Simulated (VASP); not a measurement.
Write the native input for VASP 6.6.1 that does the following.

| Item | Value |
| --- | --- |
| Task | single point |
| Functional | PBE |
| Potentials or basis | VASP PAW PBE potentials, release 64 (Cu) |
| Cutoff | 520 eV |
| k mesh | 24 × 24 × 24 |
| Occupations | gaussian, width 0.15 eV |
| Spin | no spin polarisation |
| Dipole correction | no |
| Further INCAR settings | ALGO = Normal; EDIFF = 1e-06; NBANDS = 12 |

The structure of Cu lies in POSCAR:

```
Cu
1.0
   -1.4470995221      1.4470995221      1.2032632526
    1.4470995221     -1.4470995221      1.2032632526
    1.4470995221      1.4470995221     -1.2032632526
Cu
1
Direct
    0.0000000000      0.0000000000      0.0000000000
```

One way to write it, as run:

INCAR

```
SYSTEM = Cu
PREC = Accurate
ENCUT = 520
EDIFF = 1E-6
ISMEAR = 0
SIGMA = 0.15
LREAL = .FALSE.
LASPH = .TRUE.
NELM = 60
ALGO = Normal
ISIF = 2
LWAVE = .FALSE.
LCHARG = .FALSE.
GGA = PE
NBANDS = 12
```

KPOINTS

```
regular mesh
0
G
  24 24 24
  0 0 0
```

Potentials or basis: VASP PAW PBE potentials, release 64 (Cu).

Run with:

```bash
$ cat potpaw_PBE.64/Cu/POTCAR > POTCAR
$ mpirun -np 1 vasp_std > vasp.out
```

It gave:

| Quantity | Value |
| --- | --- |
| Pressure | 40.2 GPa |
| Band gap on the k mesh | zero (an odd number of electrons rules out a gap without spin polarisation) |

Caveat: the cell stands under pressure.

Run time: 2.8 min on 1 thread of Intel(R) Xeon(R) Platinum 8259CL CPU @ 2.50GHz (Skylake/Cascade Lake) (shared host), peak memory 0.22 GiB.
